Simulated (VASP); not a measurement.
Input of a VASP 6.6.1 run:

INCAR

```
PREC     = Accurate       # precision mode
ENCUT    = 520            # plane-wave cutoff, eV
EDIFF    = 1E-8           # SCF threshold, eV
ISMEAR   = -1             # smearing method
SIGMA    = 0.03           # smearing width, eV
LREAL    = False          # projectors in reciprocal space
LASPH    = True           # aspherical terms in the spheres
NELM     = 80             # most SCF steps
ALGO     = Normal         # electronic algorithm
ISIF     = 2              # what is computed and relaxed
LWAVE    = False          # write WAVECAR
LCHARG   = False          # write CHGCAR
GGA      = PE             # functional
LEFG     = True         
NBANDS   = 25             # bands
```

The input KPOINTS:

```
Automatic mesh
0
Gamma
  6 6 9
```

Contents of POSCAR:

```
SiO2
1.0
    4.0947678930      0.0000000000      0.0000000000
    0.0000000000      4.0947678930      0.0000000000
    0.0000000000      0.0000000000      2.6133398208
Si O
2 4
Direct
    0.0000000000      0.0000000000      0.0000000000
    0.5000000000      0.5000000000      0.5000000000
    0.3067000000      0.3067000000      0.0000000000
    0.1933000000      0.8067000000      0.5000000000
    0.6933000000      0.6933000000      0.0000000000
    0.8067000000      0.1933000000      0.5000000000
```

Potentials or basis: VASP PAW PBE potentials, release 64 (Si, O).

Run with:

```console
$ cat potpaw_PBE.64/Si/POTCAR potpaw_PBE.64/O/POTCAR > POTCAR
$ mpirun -np 1 vasp_std > vasp.out
```

Problem. Estimate the band gap on the k mesh.

Solution. 6.76 eV.

Problem. What does it give for the largest force?

Solution. 0.730 eV/Å.

Electric field gradients, principal values (V/Å²):
```tsv
atom	least	middle	greatest (by size)
1 Si	-4.289	-19.269	23.558
2 Si	-4.289	-19.269	23.558
3 O	44.677	58.027	-102.704
4 O	44.677	58.027	-102.704
5 O	44.677	58.027	-102.704
6 O	44.677	58.027	-102.704
```

Caveat: without QUAD_EFG the Cq values of the log hold for a quadrupole moment of 1 mb, not for the nuclei. A k mesh can miss the band edges.
